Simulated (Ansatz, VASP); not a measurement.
One calculation of Fe, two programs

```
CELL_PARAMETERS angstrom
-1.39407 1.39407 1.39407
1.39407 -1.39407 1.39407
1.39407 1.39407 -1.39407
ATOMIC_POSITIONS crystal
Fe 0.00000 0.00000 0.00000
```

Alike in both runs: task relaxation of cell and atoms; functional PBEsol; k mesh 22 × 22 × 22; occupations fermi-dirac, width 0.08 eV; collinear spin.

|  | VASP | Ansatz |
| --- | --- | --- |
| version | VASP 6.6.1 | Ansatz 0.2.0 |
| potentials or method | VASP PAW PBE potentials, release 64 (Fe) | PAW with Ansatz's default frozen-core files, scalar-relativistic |
| plane-wave cutoff (eV) | 600 | 420 |
| valence electrons in the cell | 8 | 16 |

|  | VASP | Ansatz | Ansatz less VASP |
| --- | --- | --- | --- |
| net moment per atom (μB) | 2.12 | 2.11 | -0.012 |
| size of the moment on the site where the two differ most (μB) | 2.10 | 2.13 | +0.033 |
| relaxed volume (Å³/atom) | 10.83 | 10.84 | +0.006 |
| relaxed cell length with the largest relative difference (Å) | 2.414 | 2.415 | +0.0005 |

VASP's potentials were made for PBE, not for PBEsol. Site moments also hang on the region over which each program counts them. VASP's potentials hold 8 valence electrons a cell and Ansatz's 16, so a difference there can come from the potentials and not from the codes.
